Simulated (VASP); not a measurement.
# SiO2: single point with LDA

The system is SiO2.

```
Si O
1.0
    -4.92665    4.92665    4.92665
     4.92665   -4.92665    4.92665
     4.92665    4.92665   -4.92665
Si O
8 16
Direct
  0.31362 0.31362 0.31362
  0.00000 0.31362 0.00000
  0.00000 0.00000 0.31362
  0.31362 0.00000 0.00000
  0.00000 0.00000 0.68638
  0.68638 0.00000 0.00000
  0.00000 0.68638 0.00000
  0.68638 0.68638 0.68638
  0.50000 0.50000 0.50000
  0.00000 0.50000 0.00000
  0.00000 0.00000 0.50000
  0.50000 0.00000 0.00000
  0.18900 0.18900 0.37800
  0.18900 0.37800 0.18900
  0.81100 0.00000 0.18900
  0.00000 0.81100 0.18900
  0.37800 0.18900 0.18900
  0.18900 0.81100 0.00000
  0.81100 0.18900 0.00000
  0.18900 0.00000 0.81100
  0.62200 0.81100 0.81100
  0.81100 0.62200 0.81100
  0.00000 0.18900 0.81100
  0.81100 0.81100 0.62200
```

```yaml
Program: VASP 6.6.1
Task: single point
Functional: LDA
Potentials_or_basis: VASP PAW LDA potentials, release 64 (Si, O)
Cutoff: 520 eV
k_mesh: 4 × 4 × 4
Occupations: gaussian, width 0.02 eV
Spin: no spin polarisation
```

```json
{
 "Pressure": "0.4 GPa",
 "Largest force": "0.076 eV/Å",
 "Band gap on the k mesh": "5.52 eV"
}
```

Forces on the atoms (eV/Å):
```
Si   0.044  0.044  0.044
Si   0.044 -0.044  0.044
Si   0.044  0.044 -0.044
Si  -0.044  0.044  0.044
Si  -0.044 -0.044  0.044
Si   0.044 -0.044 -0.044
Si  -0.044  0.044 -0.044
Si  -0.044 -0.044 -0.044
O    0.000  0.000  0.000
O    0.000  0.000  0.000
O    0.000  0.000  0.000
O    0.000  0.000  0.000
O    0.010  0.010  0.000
O    0.010  0.000  0.010
O    0.010  0.000 -0.010
O    0.000  0.010 -0.010
O    0.000  0.010  0.010
O   -0.010  0.010  0.000
O    0.010 -0.010  0.000
O   -0.010  0.000  0.010
O    0.000 -0.010 -0.010
O   -0.010  0.000 -0.010
O    0.000 -0.010  0.010
O   -0.010 -0.010  0.000
```

Levels at points of the mesh, in eV from the valence-band top:
| k point | band 60 | band 61 | band 62 | band 63 | band 64 | band 65 | band 66 | band 67 | band 68 | band 69 |
| --- | --- | --- | --- | --- | --- | --- | --- | --- | --- | --- |
| (0.00, 0.00, 0.00) | -1.08 | -0.12 | -0.12 | -0.12 | 0.00 | 5.52 | 7.46 | 8.31 | 8.31 | 8.31 |
| (0.50, 0.00, 0.00) | -0.48 | -0.44 | -0.35 | -0.23 | -0.01 | 6.24 | 6.94 | 7.63 | 8.28 | 8.31 |
| (0.50, 0.50, 0.50) | -0.77 | -0.77 | -0.17 | -0.17 | -0.02 | 6.67 | 7.54 | 7.54 | 7.54 | 7.85 |

Wall time 10 min on 1 thread of Oxide Virtual Turin-like Processor, on a shared host, peak memory 0.48 GiB.

A k mesh can miss the band edges.
